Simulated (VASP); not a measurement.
Runs of VASP 6.6.1 on CoO. The structure is that of space group Fm-3m (No. 225), or close to it. The cells are those of the table. 

| task | cell | k mesh | cutoff (eV) | smearing | k mesh for the DOS | occupations for the DOS | gap on the mesh (eV) | pressure (GPa) | moment (μB) |
| --- | --- | --- | --- | --- | --- | --- | --- | --- | --- |
| single point | a = 3.044 Å, angles 60.6°, 2 atoms | 12 × 12 × 12 | 520 | gaussian 0.02 eV | 18 × 18 × 18 | tetrahedron | - | - | 3.00 |
| single point | a = 3.104 Å, angles 60.6°, 2 atoms | 12 × 12 × 12 | 520 | gaussian 0.02 eV | - | - | none | -14.9 | 3.00 |
| single point | a = 3.142 Å, angles 60.6°, 2 atoms | 12 × 12 × 12 | 520 | gaussian 0.02 eV | - | - | none | (a) | 3.00 |
| relaxation of cell and atoms | relaxed to 8 GPa from a = 3.000 Å, angles 60.6°, 2 atoms | 12 × 12 × 12 | 600 | gaussian 0.02 eV | - | - | none | 8.0 | 3.00 |
| single point | a = 3.044 Å, angles 60.6°, 2 atoms | 18 × 18 × 18 | 520 | gaussian 0.1 eV | - | - | none | -7.4 | 3.00 |

Alike in all rows: level PBE+U; potentials or basis VASP PAW PBE potentials, release 64 (Co, O); spin collinear, ferromagnetic start; Co d U = 3.32 eV.

**Question.** Estimate the missing entries.

**Answer.** (a) -18.6.

Caveats: a cell with one magnetic atom can't hold antiferromagnetic order, which such compounds often take; the cell stands under tension (at least some runs); the cell is relaxed towards a set pressure, so the run minimises the enthalpy, not the energy (at least some runs).

A gap of «none» marks levels without a gap at the run's occupations.
